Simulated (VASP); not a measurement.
# Ti (Fm-3m) in VASP: relaxation of cell and atoms with PBE

Aim: the relaxation of cell and atoms of Ti with PBE.

All numbers are computed with VASP 6.6.1; they aren't measurements. Logs are shortened: lines on timing, memory, paths and dates and some standing lists are left out, and cuts for length are marked.

### 1 The cell of the first run

It takes space group Fm-3m (No. 225, cubic). The conventional cell has a = 4.113 Å, b = 4.113 Å, c = 4.113 Å, α = 90.00°, β = 90.00°, γ = 90.00°. Within 3.8 Å of Ti (site symmetry m-3m) lie 12 Ti at 2.91 Å.

This isn't the form of Ti at room conditions, which is hcp.

### 2 Relaxation of cell and atoms, PBE

File INCAR:

```
PREC     = Accurate       # precision mode
ENCUT    = 600            # plane-wave cutoff, eV
EDIFF    = 1E-7           # SCF threshold, eV
ISMEAR   = -1             # smearing method
SIGMA    = 0.05           # smearing width, eV
LREAL    = False          # projectors in reciprocal space
LASPH    = True           # aspherical terms in the spheres
NELM     = 80             # most SCF steps
ALGO     = Normal         # electronic algorithm
ISIF     = 3              # what is computed and relaxed
LWAVE    = False          # write WAVECAR
LCHARG   = False          # write CHGCAR
GGA      = PE             # functional
IBRION   = 2              # ionic algorithm
NSW      = 60             # ionic steps
EDIFFG   = -0.005         # ionic threshold
```

File KPOINTS:

```
regular mesh
0
Gamma
  17 17 17
```

File POSCAR:

```
Ti
1.0
    0.0000000000      2.0565919077      2.0565919077
    2.0565919077      0.0000000000      2.0565919077
    2.0565919077      2.0565919077      0.0000000000
Ti
1
Direct
    0.0000000000      0.0000000000      0.0000000000
```

Potentials or basis: VASP PAW PBE potentials, release 64 (Ti_sv).

Started as:

```console
$ cat potpaw_PBE.64/Ti_sv/POTCAR > POTCAR
$ mpirun -np 1 vasp_std > vasp.out
```

OUTCAR:

```text
PREC = Accurate
   ENCUT = 600
   EDIFF = 1E-7
   ISMEAR = -1
   LREAL = False
   LASPH = True
   NELM = 80
   ISIF = 3
   GGA = PE
   IBRION = 2
   NSW = 60
   EDIFFG = -0.005

 ion  position               nearest neighbor table
   1  0.000  0.000  0.000-

  LATTYP: Found a face centered cubic cell.
 ALAT       =     4.1131838154

  Lattice vectors:

 A1 = (   0.0000000000,   2.0565919077,   2.0565919077)
 A2 = (   2.0565919077,   0.0000000000,   2.0565919077)
 A3 = (   2.0565919077,   2.0565919077,   0.0000000000)

Analysis of symmetry for initial positions (statically):
=====================================================================
 Subroutine PRICEL returns:
 Original cell was already a primitive cell.

 Routine SETGRP: Setting up the symmetry group for a
 face centered cubic supercell.

 Subroutine GETGRP returns: Found 48 space group operations
 (whereof 48 operations were pure point group operations)
 out of a pool of 48 trial point group operations.

The static configuration has the point symmetry O_h .

Analysis of symmetry for dynamics (positions and initial velocities):
=====================================================================
 Subroutine PRICEL returns:
 Original cell was already a primitive cell.

 Routine SETGRP: Setting up the symmetry group for a
 face centered cubic supercell.

 Subroutine GETGRP returns: Found 48 space group operations
 (whereof 48 operations were pure point group operations)
 out of a pool of 48 trial point group operations.

The dynamic configuration has the point symmetry O_h .

 Subroutine INISYM returns: Found 48 space group operations
 (whereof 48 operations are pure point group operations),
 and found     1 'primitive' translations

----------------------------------------------------------------------------------------

                                     Primitive cell

  volume of cell :      17.3970

  direct lattice vectors                    reciprocal lattice vectors
     0.000000000  2.056591908  2.056591908    -0.243120669  0.243120669  0.243120669
     2.056591908  0.000000000  2.056591908     0.243120669 -0.243120669  0.243120669
     2.056591908  2.056591908  0.000000000     0.243120669  0.243120669 -0.243120669

  length of vectors
     2.908460168  2.908460168  2.908460168     0.421097351  0.421097351  0.421097351

  position of ions in fractional coordinates (direct lattice)
     0.000000000  0.000000000  0.000000000

  ion indices of the primitive-cell ions
   primitive index   ion index
                 1           1

----------------------------------------------------------------------------------------

 KPOINTS: regular mesh

Automatic generation of k-mesh.
 Grid dimensions read from file:
 generate k-points for:   17   17   17

 Generating k-lattice:

  Cartesian coordinates                     Fractional coordinates (reciprocal lattice)
    -0.014301216  0.014301216  0.014301216     0.058823529  0.000000000  0.000000000
     0.014301216 -0.014301216  0.014301216     0.000000000  0.058823529  0.000000000
     0.014301216  0.014301216 -0.014301216     0.000000000  0.000000000  0.058823529

  Length of vectors
     0.024770432  0.024770432  0.024770432

  Shift w.r.t. Gamma in fractional coordinates (k-lattice)
     0.000000000  0.000000000  0.000000000

 Subroutine IBZKPT returns following result:
 ===========================================

 Found    165 irreducible k-points:

 Following reciprocal coordinates:
            Coordinates               Weight
  0.000000  0.000000  0.000000      1.000000
  0.058824  0.000000  0.000000      8.000000
  0.117647  0.000000  0.000000      8.000000
  0.176471  0.000000  0.000000      8.000000
  0.235294  0.000000  0.000000      8.000000
  0.294118  0.000000  0.000000      8.000000
[... 16 lines left out ...]
 -0.176471  0.058824  0.000000     24.000000
 -0.117647  0.058824  0.000000     24.000000
 [... further k-points ...]
   k-points           NKPTS =    165   k-points in BZ     NKDIM =    165   number of bands    NBANDS=     10
   number of dos      NEDOS =    301   number of ions     NIONS =      1
   total plane-waves  NPLWV =  13824
   dimension x,y,z NGX =    24 NGY =   24 NGZ =   24
   dimension x,y,z NGXF=    48 NGYF=   48 NGZF=   48
   ions per type =               1
   NGX,Y,Z   is equivalent  to a cutoff of  13.72, 13.72, 13.72 a.u.
   NGXF,Y,Z  is equivalent  to a cutoff of  27.44, 27.44, 27.44 a.u.
 SYSTEM =  unknown system
   PREC   = accura    normal or accurate (medium, high low for compatibility)
   ISTART =      0    job   : 0-new  1-cont  2-samecut
   ICHARG =      2    charge: 1-file 2-atom 10-const
   ISPIN  =      1    spin polarized calculation?
   LNONCOLLINEAR =      F non collinear calculations
   LSORBIT =      F    spin-orbit coupling
   LASPH  =      T    aspherical Exc in radial PAW
   ENCUT  =  600.0 eV  44.10 Ry    6.64 a.u.   5.81  5.81  5.81*2*pi/ulx,y,z
   NELM   =     80;   NELMIN=  2; NELMDL= -5     # of ELM steps
   EDIFF  = 0.1E-06   stopping-criterion for ELM
   LREAL  =      F    real-space projection
   EDIFFG = -.5E-02   stopping-criterion for IOM
   NSW    =     60    number of steps for IOM
   IBRION =      2    ionic relax: 0-MD 1-quasi-New 2-CG
   NFREE  =      1    steps in history (QN), initial steepest desc. (CG)
   ISIF   =      3    stress and relaxation
   ISYM   =      2    0-nonsym 1-usesym 2-fastsym
   POTIM  = 0.5000    time-step for ionic-motion
   TEBEG  =    0.0;   TEEND  =   0.0 temperature during run
   PSTRESS=    0.0 pullay stress
   NELECT =      12.0000    total number of electrons
   NUPDOWN=      -1.0000    fix difference up-down
   EMIN   =  10.00;   EMAX   =-10.00  energy-range for DOS
   EFERMI =   0.00;   METHOD = LEGACY
   ISMEAR =    -1;   SIGMA  =   0.05  broadening in eV -4-tet -1-fermi 0-gaus
   EFERMI_NEDOS =   21; number of points for ismear=-14 and -15
   IALGO  =     38    algorithm
   IMIX   =      4    mixing-type and parameters
     AMIX     =   0.40;   BMIX     =  1.00
     AMIX_MAG =   1.60;   BMIX_MAG =  1.00
  volume/ion in A,a.u.               =      17.40       117.40
  Fermi-wavevector in a.u.,A,eV,Ry     =   1.446473  2.733438 28.467271  2.092285
  Thomas-Fermi vector in A             =   2.564538
   LORBIT       =      0    0 simple, 1 ext, 2 COOP (PROOUT), +10 PAW based schemes
   GGA     = PE    functional components
   LHFCALC =     F    Hartree Fock is set to
   AEXX    =    0.0000 exact exchange contribution
   IVDW    =     0    specifies the selected vdW correction
   LEPSILON=     F    determine dielectric tensor
   LRPA    =     F    only Hartree local field effects (RPA)
 conjugate gradient relaxation of ions
 non-spin polarized calculation
  energy-cutoff  :      600.00
  volume of cell :       17.40
 maximum number of plane-waves:       590
   NGX = 11   NGY = 11   NGZ = 11

--------------------------------------- Ionic step        1  -------------------------------------------

 number of electron      12.0000002 magnetization

 Free energy of the ion-electron system (eV)
  ---------------------------------------------------
  ext. energy  EPLUGINS =         0.00000000
  ---------------------------------------------------
  free energy    TOTEN  =        -7.78477111 eV

  energy without entropy =       -7.77045685  energy(sigma->0) =       -7.77761398

------------------------ aborting loop because EDIFF is reached ----------------------------------------

  FORCE on cell =-STRESS in cart. coord.  units (eV):
  Direction    XX          YY          ZZ          XY          YZ          ZX
  --------------------------------------------------------------------------------------
  -------------------------------------------------------------------------------------
  Total       -0.0359390     -0.0359390     -0.0359390      0.0000000      0.0000000     -0.0000000
  in kB       -3.3098042     -3.3098042     -3.3098042      0.0000000      0.0000000     -0.0000000
  external PRESSURE =      -3.3098042 kB  Pullay stress =       0.0000000 kB

 VOLUME and BASIS-vectors are now :
 -----------------------------------------------------------------------------
  energy-cutoff  :      600.00
  volume of cell :       17.40
      direct lattice vectors                 reciprocal lattice vectors
     0.000000000  2.056591908  2.056591908    -0.243120669  0.243120669  0.243120669
     2.056591908  0.000000000  2.056591908     0.243120669 -0.243120669  0.243120669
     2.056591908  2.056591908  0.000000000     0.243120669  0.243120669 -0.243120669
[... 36 lines left out ...]
 POSITION                                       TOTAL-FORCE (eV/Angst)
 -----------------------------------------------------------------------------------
      0.00000      0.00000     -0.00000         0.000000      0.000000     -0.000000
 -----------------------------------------------------------------------------------
    total drift:                               -0.000000      0.000000     -0.000000

  FREE ENERGIE OF THE ION-ELECTRON SYSTEM (eV)
  ---------------------------------------------------
  free  energy   TOTEN  =        -7.7847983837 eV

  energy  without entropy=       -7.7705743873  energy(sigma->0) =       -7.77768639

--------------------------------------- Ionic step        3  -------------------------------------------

 number of electron      12.0000002 magnetization

 Free energy of the ion-electron system (eV)
  ---------------------------------------------------
  ext. energy  EPLUGINS =         0.00000000
  ---------------------------------------------------
  free energy    TOTEN  =        -7.78482517 eV

  energy without entropy =       -7.77056330  energy(sigma->0) =       -7.77769423

 E-fermi :   8.2367     XC(G=0): -11.5052

 val. band max:        8.2211624379   @ k =   0.2941   0.0000   0.0000
 cond. band min:       8.2380137755   @ k =   0.2353   0.1176   0.0000
 fundamental gap:      0.0168513376
 Fermi energy:         8.2367267226

 k-point     1 :       0.0000    0.0000    0.0000
  band No.  band energies     occupation
      1     -48.4735      2.00000
      2     -24.3317      2.00000
      3     -24.3317      2.00000
      4     -24.3317      2.00000
      5       2.1362      2.00000
      6       9.1102      0.00000
      7       9.1102      0.00000
      8       9.1102      0.00000
      9      10.7440      0.00000
     10      10.7440      0.00000

 k-point     2 :       0.0588    0.0000    0.0000
  band No.  band energies     occupation
      1     -48.4694      2.00000
      2     -24.3552      2.00000
      3     -24.3347      2.00000
      4     -24.3347      2.00000
      5       2.2484      2.00000
      6       9.0406      0.00000
      7       9.1510      0.00000
      8       9.1510      0.00000
      9      10.7175      0.00000
     10      10.7175      0.00000
[... 274 lines left out ...]
 k-point    24 :      -0.1176    0.0588    0.0000
  band No.  band energies     occupation
      1     -48.4490      2.00000
      2     -24.4624      2.00000
      3     -24.3647      2.00000
      4     -24.3424      2.00000
      5       2.8250      2.00000
      6       8.7100      0.00016
      7       9.3252      0.00000
      8       9.3370      0.00000
      9      10.4813      0.00000
     10      10.7796      0.00000

 [... further k-points ...]
[... 5 lines left out ...]
  --------------------------------------------------------------------------------------
  -------------------------------------------------------------------------------------
  Total       -0.0001921     -0.0001921     -0.0001921     -0.0000000      0.0000000     -0.0000000
  in kB       -0.0177473     -0.0177473     -0.0177473     -0.0000000      0.0000000     -0.0000000
  external PRESSURE =      -0.0177473 kB  Pullay stress =       0.0000000 kB

 VOLUME and BASIS-vectors are now :
 -----------------------------------------------------------------------------
  energy-cutoff  :      600.00
  volume of cell :       17.34
      direct lattice vectors                 reciprocal lattice vectors
    -0.000000000  2.054514567  2.054514567    -0.243366491  0.243366491  0.243366491
     2.054514567  0.000000000  2.054514567     0.243366491 -0.243366491  0.243366491
     2.054514567  2.054514567 -0.000000000     0.243366491  0.243366491 -0.243366491

 POSITION                                       TOTAL-FORCE (eV/Angst)
 -----------------------------------------------------------------------------------
      0.00000      0.00000     -0.00000         0.000000     -0.000000     -0.000000
 -----------------------------------------------------------------------------------
    total drift:                               -0.000000      0.000000     -0.000000

  FREE ENERGIE OF THE ION-ELECTRON SYSTEM (eV)
  ---------------------------------------------------
  free  energy   TOTEN  =        -7.7848251696 eV

  energy  without entropy=       -7.7705632978  energy(sigma->0) =       -7.77769423

 reached required accuracy - stopping structural energy minimisation
```

It used 37 s of CPU time on 1 thread of Intel Xeon 8259CL, on a shared host.

Results:

| Item | Value |
| --- | --- |
| Free energy | -7.7848 eV |
| Relaxed volume | 17.34 Å³/atom |
| Relaxed cell | a = 2.906 Å, b = 2.906 Å, c = 2.906 Å, α = 60.00°, β = 60.00°, γ = 60.00° |
| Space group after relaxing (to 0.1 Å) | Fm-3m (No. 225) |
| Energy gained by relaxing | 0.1 meV/atom |
| Ionic steps | 3 |
| Pressure after relaxing | 0.0 GPa |
| Band gap on the k mesh | zero (bands 6 and 7 overlap by 1.35 eV) |

Final structure:
```xyz
1
Lattice="0.0000 2.0545 2.0545 2.0545 0.0000 2.0545 2.0545 2.0545 0.0000" Properties=species:S:1:pos:R:3 pbc="T T T"
Ti    0.0000    0.0000    0.0000
```

Levels at points of the mesh, in eV from the Fermi level:
| k point | band 2 | band 3 | band 4 | band 5 | band 6 | band 7 | band 8 | band 9 | band 10 |
| --- | --- | --- | --- | --- | --- | --- | --- | --- | --- |
| (0.00, 0.00, 0.00) | -32.57 | -32.57 | -32.57 | -6.10 | 0.87 | 0.87 | 0.87 | 2.51 | 2.51 |
